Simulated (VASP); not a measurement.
BeTe:

```
Be Te
1.0
     0.00000    2.82862    2.82862
     2.75338    0.00000    2.82862
     2.75338    2.82862    0.00000
Be Te
1 1
Cartesian
  0.0000 0.0000 0.0000
  1.3767 1.4143 1.4143
```

This cell differs from its parent crystal: uniaxial x strain -2.7%.

Program: VASP 6.6.1. Alike in all runs: task single point; potentials or basis VASP PAW PBE potentials, release 64 (Be, Te); no spin polarisation; cell as given; cutoff (eV) 520.

Q: Order these runs on this cell by their band gap on the k mesh, lowest first.
A. level PBE; k mesh 8 × 8 × 8; smearing fermi-dirac 0.02 eV
B. level r2SCAN; k mesh 8 × 8 × 8; smearing gaussian 0.01 eV
C. level HSE06; k mesh 6 × 6 × 6; smearing gaussian 0.01 eV; grid for exact exchange (PRECFOCK) Normal; screening parameter 0.2079 1/Å

A: A (1.73 eV), B (2.08 eV), C (2.38 eV).

Caveats: spin-orbit coupling is left out, which moves the levels of the heavy elements.

A k mesh can miss the band edges.
